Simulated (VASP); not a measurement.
Wanted: the native input for a VASP 6.6.1 run.

```
Task                   : single point
Functional             : PBE
Potentials or basis    : VASP PAW PBE potentials, release 64 (Si, Te)
Cutoff                 : 520 eV
k mesh                 : 6 × 6 × 4
Occupations            : gaussian, width 0.1 eV
Spin                   : no spin polarisation
Dipole correction      : no
Further INCAR settings : ALGO = Normal; EDIFF = 1e-06; NBANDS = 17
```

The structure of Si3Te lies in POSCAR:

```
Si3Te
1.0
    5.7745093533     -0.0000000044      0.0000000000
   -2.8872546728      5.0008717965      0.0000000000
    0.0000000000      0.0000000000      2.7746786782
Si Te
3 1
Direct
    0.5000000000      0.0000000000      0.0000000000
    0.0000000000      0.5000000000      0.0000000000
    0.5000000000      0.5000000000      0.0000000000
    0.0000000000      0.0000000000      0.0000000000
```

The cell was built from a structure type or drawn by symmetry, and may not be a known phase.

One way to write it, as run:

INCAR

```
PREC = Accurate
ENCUT = 520
EDIFF = 1E-6
ISMEAR = 0
SIGMA = 0.1
LREAL = False
LASPH = True
NELM = 80
ALGO = Normal
ISIF = 2
LWAVE = False
LCHARG = True
GGA = PE
LELF = True
LVHAR = True
NBANDS = 17
```

KPOINTS

```
Automatic mesh
0
Gamma
  6 6 4
```

Potentials or basis: VASP PAW PBE potentials, release 64 (Si, Te).

The run is started by

```sh
$ cat potpaw_PBE.64/Si/POTCAR potpaw_PBE.64/Te/POTCAR > POTCAR
$ mpirun -np 1 vasp_std > vasp.out
```

It gave:

* Pressure: 0.0 GPa
* Band gap on the k mesh: zero (bands 9 and 10 overlap by 4.81 eV)

Caveat: the k points lie up to 0.57 Å⁻¹ apart, too coarse for converged energies and pressures of a metal; spin-orbit coupling is left out, which moves the levels of the heavy elements.

It took 18 s on 1 thread of AMD EPYC 9R45 96-Core Processor (Zen 5) (shared host), peak memory 0.2 GiB.
